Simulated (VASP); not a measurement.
Write the native input for VASP 6.6.1 that does the following.

| Item | Value |
| --- | --- |
| Task | single point |
| Functional | PBE |
| Potentials or basis | VASP PAW PBE potentials, release 64 (Cu) |
| Cutoff | 520 eV |
| k mesh | 20 × 20 × 20 |
| Occupations | gaussian, width 0.02 eV |
| Spin | no spin polarisation |
| Dipole correction | no |
| Further INCAR settings | ALGO = Fast; EDIFF = 1e-06; NBANDS = 12 |

The structure of Cu lies in POSCAR:

```
Cu
1.0
   -1.4427933200      1.4427933200      1.3760814500
    1.4427933200     -1.4427933200      1.3760814500
    1.4427933200      1.4427933200     -1.3760814500
Cu
1
Direct
    0.0000000000      0.0000000000      0.0000000000
```

The input as run:

INCAR

```
SYSTEM = Cu
  PREC = Accurate
  ENCUT = 520
  EDIFF = 1E-6
  ISMEAR = 0
  SIGMA = 0.02
  LREAL = .FALSE.
  LASPH = .TRUE.
  NELM = 60
  ALGO = Fast
  ISIF = 2
  LWAVE = .FALSE.
  LCHARG = .FALSE.
  GGA = PE
  NBANDS = 12
```

KPOINTS

```
Automatic mesh
0
G
  20 20 20
  0 0 0
```

Potentials or basis: VASP PAW PBE potentials, release 64 (Cu).

The run is started by

```bash
$ cat potpaw_PBE.64/Cu/POTCAR > POTCAR
$ mpirun -np 1 vasp_std > vasp.out
```

It gave:

- Pressure: 8.0 GPa

Wall time 57 s on 1 thread of Intel(R) Xeon(R) 6975P-C (Granite Rapids), on a shared host, peak memory 0.19 GiB.
